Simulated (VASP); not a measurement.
# InGa2As3 (Imm2) in VASP: relaxation of cell and atoms with PBE

Aim: the relaxation of cell and atoms of InGa2As3 with PBE.

All numbers are computed with VASP 6.6.1; they aren't measurements. Logs are shortened: lines on timing, memory, paths and dates and some standing lists are left out, and cuts for length are marked.

**1. The cell of the first run**

Symmetry: Imm2, No. 44, orthorhombic system. The conventional cell has a = 4.094 Å, b = 12.280 Å, c = 5.790 Å, α = 90.00°, β = 90.00°, γ = 90.00°. In (site symmetry mm2) has 4 As at 2.51 Å within 3.3 Å. Ga (site symmetry m) has 4 As at 2.51 Å within 3.3 Å. As (site symmetry m) has 3 Ga at 2.51 Å and 1 In at 2.51 Å within 3.3 Å. Within 3.3 Å of As (site symmetry mm2) lie 2 Ga at 2.51 Å and 2 In at 2.51 Å.

**2. Relaxation of cell and atoms, PBE**

INCAR

```
SYSTEM = InGa2As3
  PREC = Accurate
  ENCUT = 600
  EDIFF = 1E-6
  ISMEAR = 0
  SIGMA = 0.2
  LREAL = .FALSE.
  LASPH = .TRUE.
  NELM = 100
  ALGO = Normal
  ISIF = 3
  LWAVE = .FALSE.
  LCHARG = .FALSE.
  GGA = PE
  IBRION = 2
  NSW = 36
  EDIFFG = -0.08
```

KPOINTS

```
Automatic mesh
0
G
  5 5 5
  0 0 0
```

POSCAR

```
InGa2As3
1.0
   -2.0470000000      6.1400000000      2.8950000000
    2.0470000000     -6.1400000000      2.8950000000
    2.0470000000      6.1400000000     -2.8950000000
In Ga As
1 2 3
Direct
    0.0000000000      0.0000000000      0.0000000000
    0.6666700000      0.0000000000      0.6666700000
    0.3333300000      0.0000000000      0.3333300000
    0.0833300000      0.2500000000      0.8333300000
    0.4166700000      0.2500000000      0.1666700000
    0.7500000000      0.2500000000      0.5000000000
```

Potentials or basis: VASP PAW PBE potentials, release 64 (In_d, Ga_d, As).

Command:

```
$ cat potpaw_PBE.64/In_d/POTCAR potpaw_PBE.64/Ga_d/POTCAR potpaw_PBE.64/As/POTCAR > POTCAR
$ mpirun -np 1 vasp_std > vasp.out
```

OUTCAR:

```text
SYSTEM = InGa2As3
   PREC = Accurate
   ENCUT = 600
   EDIFF = 1E-6
   ISMEAR = 0
   LREAL = .FALSE.
   LASPH = .TRUE.
   NELM = 100
   ISIF = 3
   GGA = PE
   IBRION = 2
   NSW = 36
   EDIFFG = -0.08

 ion  position               nearest neighbor table
   1  0.000  0.000  0.000-   4 2.51   5 2.51   6 2.51   6 2.51
   2  0.667  0.000  0.667-   4 2.51   6 2.51   5 2.51   5 2.51
   3  0.333  0.000  0.333-   5 2.51   6 2.51   4 2.51   4 2.51
   4  0.083  0.250  0.833-   2 2.51   1 2.51   3 2.51   3 2.51
   5  0.417  0.250  0.167-   3 2.51   1 2.51   2 2.51   2 2.51
   6  0.750  0.250  0.500-   2 2.51   3 2.51   1 2.51   1 2.51

  LATTYP: Found a body centered orthorhombic cell.
 ALAT       =     4.0940000000
 B/A-ratio  =     1.4142647777
 C/A-ratio  =     2.9995114802

  Lattice vectors:

 A1 = (  -2.0470000000,   6.1400000000,  -2.8950000000)
 A2 = (   2.0470000000,   6.1400000000,   2.8950000000)
 A3 = (   2.0470000000,  -6.1400000000,  -2.8950000000)

Analysis of symmetry for initial positions (statically):
=====================================================================
 Subroutine PRICEL returns:
 Original cell was already a primitive cell.

 Routine SETGRP: Setting up the symmetry group for a
 body centered orthorhombic supercell.

 Subroutine GETGRP returns: Found  4 space group operations
 (whereof  4 operations were pure point group operations)
 out of a pool of  8 trial point group operations.

The static configuration has the point symmetry C_2v.

Analysis of symmetry for dynamics (positions and initial velocities):
=====================================================================
 Subroutine PRICEL returns:
 Original cell was already a primitive cell.

 Routine SETGRP: Setting up the symmetry group for a
 body centered orthorhombic supercell.

 Subroutine GETGRP returns: Found  4 space group operations
 (whereof  4 operations were pure point group operations)
 out of a pool of  8 trial point group operations.

The dynamic configuration has the point symmetry C_2v.

 Subroutine INISYM returns: Found  4 space group operations
 (whereof  4 operations are pure point group operations),
 and found     1 'primitive' translations

----------------------------------------------------------------------------------------

                                     Primitive cell

  volume of cell :     145.5442

  direct lattice vectors                    reciprocal lattice vectors
    -2.047000000  6.140000000  2.895000000     0.000000000  0.081433225  0.172711572
     2.047000000 -6.140000000  2.895000000     0.244259893  0.000000000  0.172711572
     2.047000000  6.140000000 -2.895000000     0.244259893  0.081433225  0.000000000

  length of vectors
     7.090192804  7.090192804  7.090192804     0.190946739  0.299152440  0.257476727

  position of ions in fractional coordinates (direct lattice)
     0.000000000  0.000000000  0.000000000
     0.666670000  0.000000000  0.666670000
     0.333330000  0.000000000  0.333330000
     0.083330000  0.250000000  0.833330000
     0.416670000  0.250000000  0.166670000
     0.750000000  0.250000000  0.500000000

  ion indices of the primitive-cell ions
   primitive index   ion index
                 1           1
                 2           2
                 3           3
                 4           4
                 5           5
                 6           6

----------------------------------------------------------------------------------------

 KPOINTS: Automatic mesh

Automatic generation of k-mesh.
 Grid dimensions read from file:
 generate k-points for:    5    5    5

 Generating k-lattice:

  Cartesian coordinates                     Fractional coordinates (reciprocal lattice)
     0.000000000  0.016286645  0.034542314     0.200000000  0.000000000 -0.000000000
     0.048851979  0.000000000  0.034542314     0.000000000  0.200000000 -0.000000000
     0.048851979  0.016286645  0.000000000     0.000000000  0.000000000  0.200000000

  Length of vectors
     0.038189348  0.059830488  0.051495345

  Shift w.r.t. Gamma in fractional coordinates (k-lattice)
     0.000000000  0.000000000  0.000000000

 Subroutine IBZKPT returns following result:
 ===========================================

 Found     27 irreducible k-points:

 Following reciprocal coordinates:
            Coordinates               Weight
  0.000000  0.000000  0.000000      1.000000
  0.200000  0.000000 -0.000000      4.000000
  0.400000  0.000000  0.000000      4.000000
  0.000000  0.200000 -0.000000      4.000000
  0.200000  0.200000 -0.000000      8.000000
  0.400000  0.200000 -0.000000      8.000000
[... 16 lines left out ...]
 -0.400000 -0.200000  0.200000      4.000000
 -0.200000 -0.200000  0.200000      2.000000
 [... further k-points ...]
   k-points           NKPTS =     27   k-points in BZ     NKDIM =     27   number of bands    NBANDS=     32
   number of dos      NEDOS =    301   number of ions     NIONS =      6
   total plane-waves  NPLWV = 216000
   dimension x,y,z NGX =    60 NGY =   60 NGZ =   60
   dimension x,y,z NGXF=   120 NGYF=  120 NGZF=  120
   ions per type =               1   2   3
   NGX,Y,Z   is equivalent  to a cutoff of  14.07, 14.07, 14.07 a.u.
   NGXF,Y,Z  is equivalent  to a cutoff of  28.14, 28.14, 28.14 a.u.
 SYSTEM =  InGa2As3
   PREC   = accura    normal or accurate (medium, high low for compatibility)
   ISTART =      0    job   : 0-new  1-cont  2-samecut
   ICHARG =      2    charge: 1-file 2-atom 10-const
   ISPIN  =      1    spin polarized calculation?
   LNONCOLLINEAR =      F non collinear calculations
   LSORBIT =      F    spin-orbit coupling
   LASPH  =      T    aspherical Exc in radial PAW
   ENCUT  =  600.0 eV  44.10 Ry    6.64 a.u.  14.16 14.16 14.16*2*pi/ulx,y,z
   NELM   =    100;   NELMIN=  2; NELMDL= -5     # of ELM steps
   EDIFF  = 0.1E-05   stopping-criterion for ELM
   LREAL  =      F    real-space projection
   EDIFFG = -.8E-01   stopping-criterion for IOM
   NSW    =     36    number of steps for IOM
   IBRION =      2    ionic relax: 0-MD 1-quasi-New 2-CG
   NFREE  =      1    steps in history (QN), initial steepest desc. (CG)
   ISIF   =      3    stress and relaxation
   ISYM   =      2    0-nonsym 1-usesym 2-fastsym
   POTIM  = 0.5000    time-step for ionic-motion
   TEBEG  =    0.0;   TEEND  =   0.0 temperature during run
   PSTRESS=    0.0 pullay stress
   NELECT =      54.0000    total number of electrons
   NUPDOWN=      -1.0000    fix difference up-down
   EMIN   =  10.00;   EMAX   =-10.00  energy-range for DOS
   EFERMI =   0.00;   METHOD = LEGACY
   ISMEAR =     0;   SIGMA  =   0.20  broadening in eV -4-tet -1-fermi 0-gaus
   EFERMI_NEDOS =   21; number of points for ismear=-14 and -15
   IALGO  =     38    algorithm
   IMIX   =      4    mixing-type and parameters
     AMIX     =   0.40;   BMIX     =  1.00
     AMIX_MAG =   1.60;   BMIX_MAG =  1.00
  volume/ion in A,a.u.               =      24.26       163.70
  Fermi-wavevector in a.u.,A,eV,Ry     =   1.176362  2.223003 18.828132  1.383829
  Thomas-Fermi vector in A             =   2.312728
   LORBIT       =      0    0 simple, 1 ext, 2 COOP (PROOUT), +10 PAW based schemes
   GGA     = PE    functional components
   LHFCALC =     F    Hartree Fock is set to
   AEXX    =    0.0000 exact exchange contribution
   IVDW    =     0    specifies the selected vdW correction
   LEPSILON=     F    determine dielectric tensor
   LRPA    =     F    only Hartree local field effects (RPA)
 conjugate gradient relaxation of ions
 non-spin polarized calculation
 Gauss-broadening in eV      SIGMA  =   0.20
  energy-cutoff  :      600.00
  volume of cell :      145.54
 maximum number of plane-waves:      4873
 NGX is ok and might be reduce to    60
   NGX = 29   NGY = 29   NGZ = 29

--------------------------------------- Ionic step        1  -------------------------------------------

 number of electron      54.0000001 magnetization

 Free energy of the ion-electron system (eV)
  ---------------------------------------------------
  ext. energy  EPLUGINS =         0.00000000
  ---------------------------------------------------
  free energy    TOTEN  =       -23.80474853 eV

  energy without entropy =      -23.80195998  energy(sigma->0) =      -23.80335425

------------------------ aborting loop because EDIFF is reached ----------------------------------------

  FORCE on cell =-STRESS in cart. coord.  units (eV):
  Direction    XX          YY          ZZ          XY          YZ          ZX
  --------------------------------------------------------------------------------------
  -------------------------------------------------------------------------------------
  Total        4.1846219      3.9516814      3.8376806      0.0000000      0.0000000      0.0000000
  in kB       46.0651020     43.5008493     42.2459071      0.0000000      0.0000000      0.0000000
  external PRESSURE =      43.9372861 kB  Pullay stress =       0.0000000 kB
[... 225 lines left out ...]
  energy  without entropy=      -24.1698874482  energy(sigma->0) =      -24.17156144

--------------------------------------- Ionic step        7  -------------------------------------------

 number of electron      54.0000005 magnetization

 Free energy of the ion-electron system (eV)
  ---------------------------------------------------
  ext. energy  EPLUGINS =         0.00000000
  ---------------------------------------------------
  free energy    TOTEN  =       -24.17634236 eV

  energy without entropy =      -24.17299769  energy(sigma->0) =      -24.17467003

 E-fermi :   3.7445     XC(G=0):  -9.1624

 val. band max:        3.6579322445   @ k =   0.0000   0.0000   0.0000
 cond. band min:       4.4955150813   @ k =  -0.4000  -0.2000   0.2000
 fundamental gap:      0.8375828369
 Fermi energy:         3.7444817046

 k-point     1 :       0.0000    0.0000    0.0000
  band No.  band energies     occupation
      1     -11.1312      2.00000
      2     -11.1243      2.00000
      3     -11.0720      2.00000
      4     -11.0674      2.00000
      5     -11.0628      2.00000
      6     -11.0485      2.00000
[... 829 lines left out ...]
     31       6.4437      0.00000
     32       7.8788      0.00000

 [... further k-points ...]

------------------------ aborting loop because EDIFF is reached ----------------------------------------

  FORCE on cell =-STRESS in cart. coord.  units (eV):
  Direction    XX          YY          ZZ          XY          YZ          ZX
  --------------------------------------------------------------------------------------
  -------------------------------------------------------------------------------------
  Total       -0.0694619     -0.1416380     -0.0617133      0.0000000      0.0000000      0.0000000
  in kB       -0.7225346     -1.4733022     -0.6419345      0.0000000      0.0000000      0.0000000
  external PRESSURE =      -0.9459238 kB  Pullay stress =       0.0000000 kB
[... 21 lines left out ...]
  FREE ENERGIE OF THE ION-ELECTRON SYSTEM (eV)
  ---------------------------------------------------
  free  energy   TOTEN  =       -24.1763423620 eV

  energy  without entropy=      -24.1729976946  energy(sigma->0) =      -24.17467003

 reached required accuracy - stopping structural energy minimisation
```

Run time: 39 min. Hardware: 1 thread of Intel Xeon Platinum 8488C (Sapphire Rapids), shared host; peak memory 0.63 GiB.

What came out:

```
Free energy                           : -24.1763 eV
Relaxed volume                        : 25.67 Å³/atom
Relaxed cell                          : a = 7.225 Å, b = 7.225 Å, c = 7.225 Å, α = 146.41°, β = 59.99°, γ = 131.85°
Space group after relaxing (to 0.1 Å) : Imm2 (No. 44)
Energy gained by relaxing             : 61.9 meV/atom
Ionic steps                           : 7
Pressure after relaxing               : -0.1 GPa
Largest force after relaxing          : 0.073 eV/Å
```

Forces on the atoms (eV/Å):
```
In   0.000  0.000  0.040
Ga   0.000  0.073  0.003
Ga   0.000 -0.073  0.003
As   0.000  0.020 -0.022
As   0.000 -0.020 -0.022
As   0.000  0.000 -0.003
```

Step by step:
| step | energy change (eV) | largest force (eV/Å) | pressure (GPa) | volume (Å³) |
| --- | --- | --- | --- | --- |
| 1 | 0.0000 | 1.6143 | 4.39 | 145.54 |
| 2 | -0.2916 | 0.5186 | -1.82 | 160.01 |
| 3 | -0.2958 | 0.6222 | -1.22 | 158.26 |
| 4 | -0.3529 | 0.3079 | -0.44 | 155.42 |
| 5 | -0.3684 | 0.1362 | 0.26 | 153.20 |
| 6 | -0.3685 | 0.1365 | 0.36 | 153.03 |
| 7 | -0.3716 | 0.0729 | -0.09 | 154.03 |

Final structure:
```
In Ga As
1.0
    -2.08769    6.25784    2.94746
     2.08769   -6.25784    2.94746
     2.08769    6.25784   -2.94746
In Ga As
1 2 3
Direct
  0.00059 0.00059 0.00000
  0.66781 0.99992 0.66789
  0.33203 0.99992 0.33211
  0.08725 0.26227 0.82498
  0.43730 0.26227 0.17502
  0.72502 0.22502 0.50000
```

Levels at points of the mesh, in eV from the Fermi level:
| k point | band 25 | band 26 | band 27 | band 28 | band 29 | band 30 |
| --- | --- | --- | --- | --- | --- | --- |
| (0.00, 0.00, 0.00) | -0.30 | -0.13 | -0.12 | -0.09 | 1.75 | 2.46 |

Caveat: spin-orbit coupling is left out, which moves the levels of the heavy elements; the relaxation stopped at a loose force limit of 0.08 eV/Å, so its end isn't a converged minimum.
